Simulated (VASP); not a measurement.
# As2Cl (Cmc2_1) in VASP: single point with r2SCAN

Aim: the single point of As2Cl with r2SCAN.

Program: VASP 6.6.1. These are calculated values, not measurements. Logs are shortened: lines on timing, memory, paths and dates and some standing lists are left out, and cuts for length are marked.

### Step 1. The cell of the first run

Symmetry: Cmc2_1, No. 36, orthorhombic system. Conventional cell: a = 3.511 Å, b = 12.382 Å, c = 5.518 Å, α = 90.00°, β = 90.00°, γ = 90.00°. Within 3.3 Å of As (site symmetry m) lie 3 As at 2.39 to 3.26 Å and 4 Cl at 2.75 to 2.76 Å. Within 3.2 Å of As (site symmetry m) lie 1 As at 2.39 Å and 3 Cl at 2.76 to 2.77 Å. Cl (site symmetry m) has 7 As at 2.75 to 2.77 Å and 4 Cl at 3.51 to 3.60 Å within 3.6 Å.

### Step 2. Single point, r2SCAN

File POSCAR:

```
As2Cl
1.0
    3.5114440000      0.0000000000      0.0000000000
    1.7557220000     -6.1909320000      0.0000000000
    0.0000000000      0.0000000000     -5.5177450000
As Cl
4 2
Direct
    0.4299000000      0.1402000000      0.8833000000
    0.5701000000      0.8598000000      0.3833000000
    0.2980000000      0.4040000000      0.1997000000
    0.7020000000      0.5960000000      0.6997000000
    0.0931400000      0.8137200000      0.0000000000
    0.9068600000      0.1862800000      0.5000000000
```

File INCAR.step1:

```
SYSTEM = As2Cl
PREC = Accurate ; ENCUT = 520
ISMEAR = -1 ; SIGMA = 0.1089
LREAL = .FALSE. ; LASPH = .TRUE.
NELM = 100 ; NBANDS = 26
GGA = PE ; ALGO = Normal
EDIFF = 1E-4 ; LWAVE = .TRUE.
LCHARG = .FALSE.
```

File INCAR.step2:

```
SYSTEM = As2Cl
PREC = Accurate ; ENCUT = 520
EDIFF = 1E-7 ; ISMEAR = -1
SIGMA = 0.1089 ; LREAL = .FALSE.
LASPH = .TRUE. ; NELM = 100
ALGO = Normal ; ISIF = 2
LWAVE = .FALSE. ; LCHARG = .FALSE.
METAGGA = R2SCAN ; LMIXTAU = .TRUE.
NBANDS = 26 ; ISTART = 1
```

File KPOINTS:

```
Automatic mesh
0
G
  9 9 6
  0 0 0
```

Potentials or basis: VASP PAW PBE potentials, release 64 (As, Cl).

The run is started by

```console
$ cat potpaw_PBE.64/As/POTCAR potpaw_PBE.64/Cl/POTCAR > POTCAR
$ cp INCAR.step1 INCAR
$ mpirun -np 1 vasp_std > vasp.out
$ cp INCAR.step2 INCAR
$ mpirun -np 1 vasp_std > vasp.out
```

OUTCAR:

```text
SYSTEM = As2Cl
   PREC = Accurate
   ENCUT = 520
   EDIFF = 1E-7
   ISMEAR = -1
   LREAL = .FALSE.
   LASPH = .TRUE.
   NELM = 100
   ISIF = 2
   METAGGA = R2SCAN
   ISTART = 1

 ion  position               nearest neighbor table
   1  0.430  0.140  0.883-   3 2.39   5 2.75   5 2.75   6 2.76   6 2.76
   2  0.570  0.860  0.383-   4 2.39   6 2.75   6 2.75   5 2.76   5 2.76
   3  0.298  0.404  0.200-   1 2.39   6 2.76   6 2.76   5 2.77
   4  0.702  0.596  0.700-   2 2.39   5 2.76   5 2.76   6 2.77
   5  0.093  0.814  0.000-   1 2.75   1 2.75   2 2.76   2 2.76   4 2.76   4 2.76   3 2.77
   6  0.907  0.186  0.500-   2 2.75   2 2.75   1 2.76   1 2.76   3 2.76   3 2.76   4 2.77

  LATTYP: Found a base centered orthorhombic cell.
 ALAT       =     3.5114440000
 B/A-ratio  =     3.5261459388
 C/A-ratio  =     1.5713606710

  Lattice vectors:

 A1 = (   1.7557220000,   6.1909320000,   0.0000000000)
 A2 = (   1.7557220000,  -6.1909320000,   0.0000000000)
 A3 = (   0.0000000000,   0.0000000000,  -5.5177450000)

Analysis of symmetry for initial positions (statically):
=====================================================================
 Subroutine PRICEL returns:
 Original cell was already a primitive cell.

 Routine SETGRP: Setting up the symmetry group for a
 base centered orthorhombic supercell.

 Subroutine GETGRP returns: Found  4 space group operations
 (whereof  2 operations were pure point group operations)
 out of a pool of  8 trial point group operations.

The static configuration has the point symmetry C_1h.
 The point group associated with its full space group is C_2v.

Analysis of symmetry for dynamics (positions and initial velocities):
=====================================================================
 Subroutine PRICEL returns:
 Original cell was already a primitive cell.

 Routine SETGRP: Setting up the symmetry group for a
 base centered orthorhombic supercell.

 Subroutine GETGRP returns: Found  4 space group operations
 (whereof  2 operations were pure point group operations)
 out of a pool of  8 trial point group operations.

The dynamic configuration has the point symmetry C_1h.
 The point group associated with its full space group is C_2v.

 Subroutine INISYM returns: Found  4 space group operations
 (whereof  2 operations are pure point group operations),
 and found     1 'primitive' translations

----------------------------------------------------------------------------------------

                                     Primitive cell

  volume of cell :     119.9509

  direct lattice vectors                    reciprocal lattice vectors
     3.511444000  0.000000000  0.000000000     0.284783126  0.080763284  0.000000000
     1.755722000 -6.190932000  0.000000000     0.000000000 -0.161526568  0.000000000
     0.000000000  0.000000000 -5.517745000     0.000000000  0.000000000 -0.181233457

  length of vectors
     3.511444000  6.435075662  5.517745000     0.296013745  0.161526568  0.181233457

  position of ions in fractional coordinates (direct lattice)
     0.429900000  0.140200000  0.883300000
     0.570100000  0.859800000  0.383300000
     0.298000000  0.404000000  0.199700000
     0.702000000  0.596000000  0.699700000
     0.093140000  0.813720000  0.000000000
     0.906860000  0.186280000  0.500000000

  ion indices of the primitive-cell ions
   primitive index   ion index
                 1           1
                 2           2
                 3           3
                 4           4
                 5           5
                 6           6

----------------------------------------------------------------------------------------

 KPOINTS: Automatic mesh

Automatic generation of k-mesh.
 Grid dimensions read from file:
 generate k-points for:    9    9    6

 Generating k-lattice:

  Cartesian coordinates                     Fractional coordinates (reciprocal lattice)
     0.031642570  0.008973698  0.000000000     0.111111111  0.000000000  0.000000000
     0.000000000 -0.017947396  0.000000000     0.000000000  0.111111111  0.000000000
     0.000000000  0.000000000 -0.030205576     0.000000000  0.000000000  0.166666667

  Length of vectors
     0.032890416  0.017947396  0.030205576

  Shift w.r.t. Gamma in fractional coordinates (k-lattice)
     0.000000000  0.000000000  0.000000000

 Subroutine IBZKPT returns following result:
 ===========================================

 Found    100 irreducible k-points:

 Following reciprocal coordinates:
            Coordinates               Weight
  0.000000  0.000000  0.000000      1.000000
  0.111111  0.000000  0.000000      4.000000
  0.222222  0.000000  0.000000      4.000000
  0.333333  0.000000  0.000000      4.000000
  0.444444  0.000000  0.000000      4.000000
  0.000000  0.111111  0.000000      2.000000
[... 16 lines left out ...]
 -0.111111  0.333333  0.000000      4.000000
  0.000000  0.444444  0.000000      2.000000
 [... further k-points ...]
   k-points           NKPTS =    100   k-points in BZ     NKDIM =    100   number of bands    NBANDS=     26
   number of dos      NEDOS =    301   number of ions     NIONS =      6
   total plane-waves  NPLWV =  56448
   dimension x,y,z NGX =    28 NGY =   48 NGZ =   42
   dimension x,y,z NGXF=    56 NGYF=   96 NGZF=   84
   ions per type =               4   2
   NGX,Y,Z   is equivalent  to a cutoff of  13.26, 12.40, 12.65 a.u.
   NGXF,Y,Z  is equivalent  to a cutoff of  26.51, 24.80, 25.31 a.u.
 SYSTEM =  As2Cl
   PREC   = accura    normal or accurate (medium, high low for compatibility)
   ISTART =      1    job   : 0-new  1-cont  2-samecut
   ICHARG =      0    charge: 1-file 2-atom 10-const
   ISPIN  =      1    spin polarized calculation?
   LNONCOLLINEAR =      F non collinear calculations
   LSORBIT =      F    spin-orbit coupling
   LASPH  =      T    aspherical Exc in radial PAW
   ENCUT  =  520.0 eV  38.22 Ry    6.18 a.u.   6.53 11.96 10.26*2*pi/ulx,y,z
   NELM   =    100;   NELMIN=  2; NELMDL=  0     # of ELM steps
   EDIFF  = 0.1E-06   stopping-criterion for ELM
   LREAL  =      F    real-space projection
   EDIFFG = 0.1E-05   stopping-criterion for IOM
   NSW    =      0    number of steps for IOM
   IBRION =     -1    ionic relax: 0-MD 1-quasi-New 2-CG
   NFREE  =      0    steps in history (QN), initial steepest desc. (CG)
   ISIF   =      2    stress and relaxation
   ISYM   =      2    0-nonsym 1-usesym 2-fastsym
   POTIM  = 0.5000    time-step for ionic-motion
   TEBEG  =    0.0;   TEEND  =   0.0 temperature during run
   PSTRESS=    0.0 pullay stress
   NELECT =      34.0000    total number of electrons
   NUPDOWN=      -1.0000    fix difference up-down
   EMIN   =  10.00;   EMAX   =-10.00  energy-range for DOS
   EFERMI =   0.00;   METHOD = LEGACY
   ISMEAR =    -1;   SIGMA  =   0.11  broadening in eV -4-tet -1-fermi 0-gaus
   EFERMI_NEDOS =   21; number of points for ismear=-14 and -15
   IALGO  =     38    algorithm
   IMIX   =      4    mixing-type and parameters
     AMIX     =   0.40;   BMIX     =  1.00
     AMIX_MAG =   1.60;   BMIX_MAG =  1.00
  volume/ion in A,a.u.               =      19.99       134.91
  Fermi-wavevector in a.u.,A,eV,Ry     =   1.075392  2.032196 15.734692  1.156467
  Thomas-Fermi vector in A             =   2.211247
   LORBIT       =      0    0 simple, 1 ext, 2 COOP (PROOUT), +10 PAW based schemes
   METAGGA = R2SCAN    functional components
   LHFCALC =     F    Hartree Fock is set to
   AEXX    =    0.0000 exact exchange contribution
   IVDW    =     0    specifies the selected vdW correction
   LEPSILON=     F    determine dielectric tensor
   LRPA    =     F    only Hartree local field effects (RPA)
 non-spin polarized calculation
  energy-cutoff  :      520.00
  volume of cell :      119.95
 maximum number of plane-waves:      3260
 NGX is ok and might be reduce to    28
   NGX = 13   NGY = 23   NGZ = 21

 number of electron      33.9999998 magnetization

 Free energy of the ion-electron system (eV)
  ---------------------------------------------------
  ext. energy  EPLUGINS =         0.00000000
  ---------------------------------------------------
  free energy    TOTEN  =       -66.91943036 eV

  energy without entropy =      -66.78231701  energy(sigma->0) =      -66.85087369

 E-fermi :   5.4117     XC(G=0): -10.6908

 val. band max:        5.4033648655   @ k =  -0.1111   0.3333   0.5000
 cond. band min:       5.4228123549   @ k =   0.0000   0.3333   0.3333
 fundamental gap:      0.0194474894
 Fermi energy:         5.4116920174

 k-point     1 :       0.0000    0.0000    0.0000
  band No.  band energies     occupation
      1     -12.9558      2.00000
      2     -12.1953      2.00000
      3      -7.0947      2.00000
      4      -6.7774      2.00000
      5      -5.4654      2.00000
      6      -5.2183      2.00000
[... 18 lines left out ...]
     25      11.7210      0.00000
     26      11.8778      0.00000

 k-point     2 :       0.1111    0.0000    0.0000
  band No.  band energies     occupation
      1     -12.8763      2.00000
      2     -12.1549      2.00000
      3      -7.1378      2.00000
      4      -6.7206      2.00000
      5      -5.3655      2.00000
      6      -5.1049      2.00000
[... 18 lines left out ...]
     25      11.9784      0.00000
     26      12.5749      0.00000

 k-point     3 :       0.2222    0.0000    0.0000
  band No.  band energies     occupation
      1     -12.6591      2.00000
      2     -12.0486      2.00000
      3      -7.2298      2.00000
      4      -6.6741      2.00000
      5      -5.0380      2.00000
      6      -4.7789      2.00000
[... 572 lines left out ...]
 k-point    23 :      -0.1111    0.3333    0.0000
  band No.  band energies     occupation
      1     -12.7402      2.00000
      2     -12.2846      2.00000
      3      -7.6178      2.00000
      4      -6.8572      2.00000
      5      -4.7858      2.00000
      6      -4.6154      2.00000
[... 18 lines left out ...]
     25      11.2194      0.00000
     26      13.0208      0.00000

 k-point    24 :       0.0000    0.4444    0.0000
  band No.  band energies     occupation
      1     -12.7908      2.00000
      2     -12.3555      2.00000
      3      -7.7321      2.00000
      4      -6.8177      2.00000
      5      -4.8439      2.00000
      6      -4.6700      2.00000
[... 18 lines left out ...]
     25      10.3929      0.00000
     26      12.7024      0.00000

 [... further k-points ...]

------------------------ aborting loop because EDIFF is reached ----------------------------------------

  FORCE on cell =-STRESS in cart. coord.  units (eV):
  Direction    XX          YY          ZZ          XY          YZ          ZX
  --------------------------------------------------------------------------------------
  -------------------------------------------------------------------------------------
  Total        6.9714402      5.0338285      5.9212776      0.0000000      0.0000000      0.0000000
  in kB       93.1171522     67.2365762     79.0901857      0.0000000      0.0000000      0.0000000
  external PRESSURE =      79.8146380 kB  Pullay stress =       0.0000000 kB

 VOLUME and BASIS-vectors are now :
 -----------------------------------------------------------------------------
  energy-cutoff  :      520.00
  volume of cell :      119.95
      direct lattice vectors                 reciprocal lattice vectors
     3.511444000  0.000000000  0.000000000     0.284783126  0.080763284  0.000000000
     1.755722000 -6.190932000  0.000000000     0.000000000 -0.161526568  0.000000000
     0.000000000  0.000000000 -5.517745000     0.000000000  0.000000000 -0.181233457

 POSITION                                       TOTAL-FORCE (eV/Angst)
 -----------------------------------------------------------------------------------
      1.75572     -0.86797     -4.87382         0.000000     -1.439898     -1.165012
      3.51144     -5.32296     -2.11495        -0.000000      1.439898     -1.165012
      1.75572     -2.50114     -1.10189         0.000000      0.473768      1.049629
      3.51144     -3.68980     -3.86077        -0.000000     -0.473768      1.049629
      1.75572     -5.03769      0.00000         0.000000      0.235348      0.115382
      3.51144     -1.15325     -2.75887        -0.000000     -0.235348      0.115382
 -----------------------------------------------------------------------------------
    total drift:                                0.000000     -0.000000      0.000133

  FREE ENERGIE OF THE ION-ELECTRON SYSTEM (eV)
  ---------------------------------------------------
  free  energy   TOTEN  =       -66.9194303635 eV

  energy  without entropy=      -66.7823170100  energy(sigma->0) =      -66.85087369
```

Run time: 25 min. Hardware: 1 thread of Oxide Virtual Turin-like, shared host; peak memory 0.37 GiB.

What came out:

```yaml
Free_energy: -66.9194 eV
Pressure: 8.0 GPa
Largest_force: 1.852 eV/Å
Band_gap_on_the_k_mesh: zero (bands 17 and 18 overlap by 1.39 eV)
```

Forces on the atoms (eV/Å):
```
As   0.000 -1.440 -1.165
As   0.000  1.440 -1.165
As   0.000  0.474  1.050
As   0.000 -0.474  1.050
Cl   0.000  0.235  0.115
Cl   0.000 -0.235  0.115
```

Caveat: the cell stands under pressure; the PAW data sets were made with another functional, which shifts forces and pressure a little.
